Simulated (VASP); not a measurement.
# HfC in VASP: notebook

Runs on HfC. Level: PBE. Tasks: single point.

All numbers are computed with VASP 6.6.1; they aren't measurements. Logs are shortened: lines on timing, memory, paths and dates and some standing lists are left out, and cuts for length are marked.

## 1. The cell of the first run

Symmetry: Fm-3m, No. 225, cubic system. The conventional cell has a = 4.650 Å, b = 4.650 Å, c = 4.650 Å, α = 90.00°, β = 90.00°, γ = 90.00°. Within 3.1 Å of Hf (site symmetry m-3m) lie 6 C at 2.33 Å. Within 3.1 Å of C (site symmetry m-3m) lie 6 Hf at 2.33 Å.

## 2. Single point, PBE

INCAR

```
PREC     = Accurate       # precision mode
ENCUT    = 520            # plane-wave cutoff, eV
EDIFF    = 1E-6           # SCF threshold, eV
ISMEAR   = 0              # smearing method
SIGMA    = 0.05           # smearing width, eV
LREAL    = False          # projectors in reciprocal space
LASPH    = True           # aspherical terms in the spheres
NELM     = 60             # most SCF steps
ALGO     = Normal         # electronic algorithm
ISIF     = 2              # what is computed and relaxed
LWAVE    = False          # write WAVECAR
LCHARG   = False          # write CHGCAR
GGA      = PE             # functional
NBANDS   = 14             # bands
```

KPOINTS

```
regular mesh
0
Gamma
  10 10 10
```

POSCAR

```
HfC
1.0
    0.0000000000      2.3250000000      2.3250000000
    2.3250000000      0.0000000000      2.3250000000
    2.3250000000      2.3250000000      0.0000000000
Hf C
1 1
Direct
    0.5000000000      0.5000000000      0.5000000000
    0.0000000000      0.0000000000      0.0000000000
```

Potentials or basis: VASP PAW PBE potentials, release 64 (Hf_pv, C).

Launch:

```sh
$ cat potpaw_PBE.64/Hf_pv/POTCAR potpaw_PBE.64/C/POTCAR > POTCAR
$ mpirun -np 1 vasp_std > vasp.out
```

OUTCAR:

```text
PREC = Accurate
   ENCUT = 520
   EDIFF = 1E-6
   ISMEAR = 0
   LREAL = False
   LASPH = True
   NELM = 60
   ISIF = 2
   GGA = PE

 ion  position               nearest neighbor table
   1  0.500  0.500  0.500-   2 2.33   2 2.33   2 2.33   2 2.33   2 2.33   2 2.33
   2  0.000  0.000  0.000-   1 2.33   1 2.33   1 2.33   1 2.33   1 2.33   1 2.33

  LATTYP: Found a face centered cubic cell.
 ALAT       =     4.6500000000

  Lattice vectors:

 A1 = (   0.0000000000,   2.3250000000,   2.3250000000)
 A2 = (   2.3250000000,   0.0000000000,   2.3250000000)
 A3 = (   2.3250000000,   2.3250000000,   0.0000000000)

Analysis of symmetry for initial positions (statically):
[... 33 lines left out ...]
                                     Primitive cell

  volume of cell :      25.1362

  direct lattice vectors                    reciprocal lattice vectors
     0.000000000  2.325000000  2.325000000    -0.215053763  0.215053763  0.215053763
     2.325000000  0.000000000  2.325000000     0.215053763 -0.215053763  0.215053763
     2.325000000  2.325000000  0.000000000     0.215053763  0.215053763 -0.215053763

  length of vectors
     3.288046533  3.288046533  3.288046533     0.372484045  0.372484045  0.372484045

  position of ions in fractional coordinates (direct lattice)
     0.500000000  0.500000000  0.500000000
     0.000000000  0.000000000  0.000000000

  ion indices of the primitive-cell ions
   primitive index   ion index
                 1           1
                 2           2

----------------------------------------------------------------------------------------

 KPOINTS: regular mesh

Automatic generation of k-mesh.
 Grid dimensions read from file:
 generate k-points for:   10   10   10

 Generating k-lattice:

  Cartesian coordinates                     Fractional coordinates (reciprocal lattice)
    -0.021505376  0.021505376  0.021505376     0.100000000  0.000000000  0.000000000
     0.021505376 -0.021505376  0.021505376     0.000000000  0.100000000  0.000000000
     0.021505376  0.021505376 -0.021505376     0.000000000  0.000000000  0.100000000

  Length of vectors
     0.037248404  0.037248404  0.037248404

  Shift w.r.t. Gamma in fractional coordinates (k-lattice)
     0.000000000  0.000000000  0.000000000

 Subroutine IBZKPT returns following result:
 ===========================================

 Found     47 irreducible k-points:

 Following reciprocal coordinates:
            Coordinates               Weight
  0.000000  0.000000  0.000000      1.000000
  0.100000  0.000000  0.000000      8.000000
  0.200000  0.000000  0.000000      8.000000
  0.300000  0.000000  0.000000      8.000000
  0.400000  0.000000  0.000000      8.000000
  0.500000  0.000000  0.000000      4.000000
[... 16 lines left out ...]
  0.300000  0.300000  0.000000      6.000000
  0.400000  0.300000  0.000000     24.000000
 [... further k-points ...]
   k-points           NKPTS =     47   k-points in BZ     NKDIM =     47   number of bands    NBANDS=     14
   number of dos      NEDOS =    301   number of ions     NIONS =      2
   total plane-waves  NPLWV =  13824
   dimension x,y,z NGX =    24 NGY =   24 NGZ =   24
   dimension x,y,z NGXF=    48 NGYF=   48 NGZF=   48
   ions per type =               1   1
   NGX,Y,Z   is equivalent  to a cutoff of  12.13, 12.13, 12.13 a.u.
   NGXF,Y,Z  is equivalent  to a cutoff of  24.27, 24.27, 24.27 a.u.
 SYSTEM =  unknown system
   PREC   = accura    normal or accurate (medium, high low for compatibility)
   ISTART =      0    job   : 0-new  1-cont  2-samecut
   ICHARG =      2    charge: 1-file 2-atom 10-const
   ISPIN  =      1    spin polarized calculation?
   LNONCOLLINEAR =      F non collinear calculations
   LSORBIT =      F    spin-orbit coupling
   LASPH  =      T    aspherical Exc in radial PAW
   ENCUT  =  520.0 eV  38.22 Ry    6.18 a.u.   6.11  6.11  6.11*2*pi/ulx,y,z
   NELM   =     60;   NELMIN=  2; NELMDL= -5     # of ELM steps
   EDIFF  = 0.1E-05   stopping-criterion for ELM
   LREAL  =      F    real-space projection
   EDIFFG = 0.1E-04   stopping-criterion for IOM
   NSW    =      0    number of steps for IOM
   IBRION =     -1    ionic relax: 0-MD 1-quasi-New 2-CG
   NFREE  =      0    steps in history (QN), initial steepest desc. (CG)
   ISIF   =      2    stress and relaxation
   ISYM   =      2    0-nonsym 1-usesym 2-fastsym
   POTIM  = 0.5000    time-step for ionic-motion
   TEBEG  =    0.0;   TEEND  =   0.0 temperature during run
   PSTRESS=    0.0 pullay stress
   NELECT =      14.0000    total number of electrons
   NUPDOWN=      -1.0000    fix difference up-down
   EMIN   =  10.00;   EMAX   =-10.00  energy-range for DOS
   EFERMI =   0.00;   METHOD = LEGACY
   ISMEAR =     0;   SIGMA  =   0.05  broadening in eV -4-tet -1-fermi 0-gaus
   EFERMI_NEDOS =   21; number of points for ismear=-14 and -15
   IALGO  =     38    algorithm
   IMIX   =      4    mixing-type and parameters
     AMIX     =   0.40;   BMIX     =  1.00
     AMIX_MAG =   1.60;   BMIX_MAG =  1.00
  volume/ion in A,a.u.               =      12.57        84.81
  Fermi-wavevector in a.u.,A,eV,Ry     =   1.346949  2.545365 24.684672  1.814272
  Thomas-Fermi vector in A             =   2.474740
   LORBIT       =      0    0 simple, 1 ext, 2 COOP (PROOUT), +10 PAW based schemes
   GGA     = PE    functional components
   LHFCALC =     F    Hartree Fock is set to
   AEXX    =    0.0000 exact exchange contribution
   IVDW    =     0    specifies the selected vdW correction
   LEPSILON=     F    determine dielectric tensor
   LRPA    =     F    only Hartree local field effects (RPA)
 non-spin polarized calculation
 Gauss-broadening in eV      SIGMA  =   0.05
  energy-cutoff  :      520.00
  volume of cell :       25.14
 maximum number of plane-waves:       700
   NGX = 13   NGY = 13   NGZ = 13

 number of electron      14.0000000 magnetization

 Free energy of the ion-electron system (eV)
  ---------------------------------------------------
  ext. energy  EPLUGINS =         0.00000000
  ---------------------------------------------------
  free energy    TOTEN  =       -21.04308926 eV

  energy without entropy =      -21.04260922  energy(sigma->0) =      -21.04284924

 E-fermi :   5.9808     XC(G=0): -12.2853

 val. band max:        5.9667634135   @ k =   0.1000   0.0000   0.0000
 cond. band min:       6.1060342896   @ k =   0.1000   0.1000   0.0000
 fundamental gap:      0.1392708760
 Fermi energy:         5.9807521799

 k-point     1 :       0.0000    0.0000    0.0000
  band No.  band energies     occupation
      1     -23.6178      2.00000
      2     -23.6178      2.00000
      3     -23.6178      2.00000
      4      -6.3566      2.00000
      5       6.9521      0.00000
      6       6.9521      0.00000
      7       6.9521      0.00000
      8       7.3451      0.00000
      9       7.3451      0.00000
     10       7.3451      0.00000
     11       9.3443      0.00000
     12       9.3443      0.00000
     13      12.7809      0.00000
     14      16.9542      0.00000

 k-point     2 :       0.1000    0.0000    0.0000
  band No.  band energies     occupation
      1     -23.6865      2.00000
      2     -23.6244      2.00000
      3     -23.6244      2.00000
      4      -6.1071      2.00000
      5       5.5846      2.00000
      6       5.9668      1.30766
      7       5.9668      1.30765
      8       7.7523      0.00000
      9       7.7523      0.00000
     10       8.1107      0.00000
     11      10.4417      0.00000
     12      10.4417      0.00000
     13      13.3306      0.00000
     14      17.6477      0.00000

 k-point     3 :       0.2000    0.0000    0.0000
  band No.  band energies     occupation
      1     -23.8617      2.00000
      2     -23.6417      2.00000
      3     -23.6417      2.00000
      4      -5.4089      2.00000
      5       3.8017      2.00000
      6       4.7294      2.00000
      7       4.7294      2.00000
      8       8.4939      0.00000
      9       8.4939      0.00000
     10       8.6482      0.00000
     11      12.4287      0.00000
     12      12.4287      0.00000
     13      14.4816      0.00000
     14      19.2682      0.00000

 k-point     4 :       0.3000    0.0000    0.0000
  band No.  band energies     occupation
      1     -24.0699      2.00000
      2     -23.6629      2.00000
      3     -23.6629      2.00000
      4      -4.3959      2.00000
      5       2.0767      2.00000
      6       3.7686      2.00000
      7       3.7686      2.00000
      8       9.3251      0.00000
      9       9.5689      0.00000
     10       9.5689      0.00000
     11      14.5377      0.00000
     12      14.5377      0.00000
     13      15.1119      0.00000
     14      19.6780      0.00000

 k-point     5 :       0.4000    0.0000    0.0000
  band No.  band energies     occupation
      1     -24.2321      2.00000
      2     -23.6799      2.00000
      3     -23.6799      2.00000
      4      -3.2771      2.00000
      5       0.5887      2.00000
      6       3.1733      2.00000
      7       3.1733      2.00000
      8      10.4390      0.00000
      9      10.7101      0.00000
     10      10.7101      0.00000
     11      14.0424      0.00000
[... 276 lines left out ...]
 k-point    22 :      -0.2000    0.2000    0.0000
  band No.  band energies     occupation
      1     -24.0324      2.00000
      2     -23.7953      2.00000
      3     -23.6558      2.00000
      4      -4.2147      2.00000
      5       1.9487      2.00000
      6       3.5552      2.00000
      7       3.8779      2.00000
      8       8.9082      0.00000
      9       9.9857      0.00000
     10      11.1120      0.00000
     11      11.8993      0.00000
     12      15.5594      0.00000
     13      16.2205      0.00000
     14      19.6965      0.00000

 k-point    23 :       0.3000    0.3000    0.0000
  band No.  band energies     occupation
      1     -24.0240      2.00000
      2     -23.7699      2.00000
      3     -23.7699      2.00000
      4      -4.5388      2.00000
      5       2.1578      2.00000
      6       5.0119      2.00000
      7       5.5461      2.00000
      8       5.5461      2.00000
      9      10.5037      0.00000
     10      11.9600      0.00000
     11      11.9600      0.00000
     12      13.3294      0.00000
     13      18.2850      0.00000
     14      19.6400      0.00000

 k-point    24 :       0.4000    0.3000    0.0000
  band No.  band energies     occupation
      1     -24.1077      2.00000
      2     -23.8148      2.00000
      3     -23.7943      2.00000
      4      -4.2726      2.00000
      5       2.2373      2.00000
      6       4.1532      2.00000
      7       5.2411      2.00000
      8       6.1655      0.00000
      9      11.3179      0.00000
     10      12.3366      0.00000
     11      12.4655      0.00000
     12      14.2278      0.00000
     13      17.5392      0.00000
     14      18.6129      0.00000

 [... further k-points ...]
[... 5 lines left out ...]
  --------------------------------------------------------------------------------------
  -------------------------------------------------------------------------------------
  Total       -0.0704733     -0.0704733     -0.0704733     -0.0000000      0.0000000      0.0000000
  in kB       -4.4919673     -4.4919673     -4.4919673     -0.0000000      0.0000000      0.0000000
  external PRESSURE =      -4.4919673 kB  Pullay stress =       0.0000000 kB

 VOLUME and BASIS-vectors are now :
 -----------------------------------------------------------------------------
  energy-cutoff  :      520.00
  volume of cell :       25.14
      direct lattice vectors                 reciprocal lattice vectors
     0.000000000  2.325000000  2.325000000    -0.215053763  0.215053763  0.215053763
     2.325000000  0.000000000  2.325000000     0.215053763 -0.215053763  0.215053763
     2.325000000  2.325000000  0.000000000     0.215053763  0.215053763 -0.215053763

 POSITION                                       TOTAL-FORCE (eV/Angst)
 -----------------------------------------------------------------------------------
      2.32500      2.32500      2.32500         0.000000      0.000000      0.000000
      0.00000      0.00000      0.00000        -0.000000     -0.000000     -0.000000
 -----------------------------------------------------------------------------------
    total drift:                                0.000000     -0.000000      0.000000

  FREE ENERGIE OF THE ION-ELECTRON SYSTEM (eV)
  ---------------------------------------------------
  free  energy   TOTEN  =       -21.0430892554 eV

  energy  without entropy=      -21.0426092197  energy(sigma->0) =      -21.04284924
```

It took 8.8 s on 1 thread of Intel Xeon Platinum 8375C at 2.90GHz (Ice Lake), shared host; peak memory 0.14 GiB.

Results:

```
Free energy            : -21.0431 eV
Pressure               : -0.4 GPa
Band gap on the k mesh : zero (band 7 reaches 6.95 eV, above the bottom of band 8 at 5.55 eV)
```

Levels at points of the mesh, in eV from the Fermi level:
| k point | band 3 | band 4 | band 5 | band 6 | band 7 | band 8 | band 9 | band 10 | band 11 | band 12 |
| --- | --- | --- | --- | --- | --- | --- | --- | --- | --- | --- |
| (0.00, 0.00, 0.00) | -29.60 | -12.34 | 0.97 | 0.97 | 0.97 | 1.36 | 1.36 | 1.36 | 3.36 | 3.36 |
| (0.50, 0.00, 0.00) | -29.67 | -8.59 | -6.17 | -3.01 | -3.01 | 5.29 | 5.29 | 5.75 | 6.52 | 11.36 |
| (0.50, 0.50, 0.00) | -29.83 | -10.44 | -2.62 | -1.80 | -0.13 | -0.13 | 5.28 | 6.71 | 6.71 | 8.40 |

Caveat: spin-orbit coupling is left out, which moves the levels of the heavy elements.

## 3. Single point, PBE

INCAR

```
SYSTEM = HfC
  PREC = Accurate
  ENCUT = 520
  EDIFF = 1E-6
  ISMEAR = 0
  SIGMA = 0.05
  LREAL = .False.
  LASPH = .True.
  NELM = 100
  ALGO = Normal
  ISIF = 2
  LWAVE = .False.
  LCHARG = .False.
  GGA = PE
  NBANDS = 14
```

KPOINTS

```
Automatic mesh
0
Gamma
  10 10 10
  0 0 0
```

POSCAR

```
HfC
1.0
    0.0003836593      2.3249999842      2.3249999842
    2.3259593223     -0.0001919009      2.3255755443
    2.3259593223      2.3255755443     -0.0001919009
Hf C
1 1
Direct
    0.5000000000      0.5000000000      0.5000000000
    0.0000000000      0.0000000000      0.0000000000
```

Potentials or basis: VASP PAW PBE potentials, release 64 (Hf_pv, C).

Launch:

```sh
$ cat potpaw_PBE.64/Hf_pv/POTCAR potpaw_PBE.64/C/POTCAR > POTCAR
$ mpirun -np 1 vasp_std > vasp.out
```

Wall time 39 s (1 thread of Intel Xeon Platinum 8375C at 2.90GHz (Ice Lake), shared host); peak memory 0.22 GiB.

It converged, with:

- Free energy: -21.0430 eV
- Pressure: -0.6 GPa
- Band gap on the k mesh: zero (band 7 reaches 6.95 eV, above the bottom of band 8 at 5.54 eV)

Stress tensor (GPa, compression positive):
```
-0.65 -0.03 -0.03
-0.03 -0.58  0.05
-0.03  0.05 -0.58
```

Levels at points of the mesh, in eV from the Fermi level:
```tsv
k point	band 5	band 6	band 7	band 8	band 9	band 10
(0.00, 0.00, 0.00)	0.97	0.97	0.97	1.36	1.36	1.37
(0.50, 0.00, 0.00)	-6.16	-3.01	-3.01	5.28	5.29	5.75
(0.00, 0.50, 0.00)	-6.16	-3.01	-3.00	5.28	5.28	5.75
(0.50, 0.50, 0.00)	-2.62	-1.80	-0.13	-0.13	5.28	6.70
(0.00, 0.50, 0.50)	-2.62	-1.80	-0.13	-0.12	5.28	6.70
(0.50, 0.50, 0.50)	-6.16	-3.01	-3.00	5.28	5.29	5.75
```

Caveat: spin-orbit coupling is left out, which moves the levels of the heavy elements.
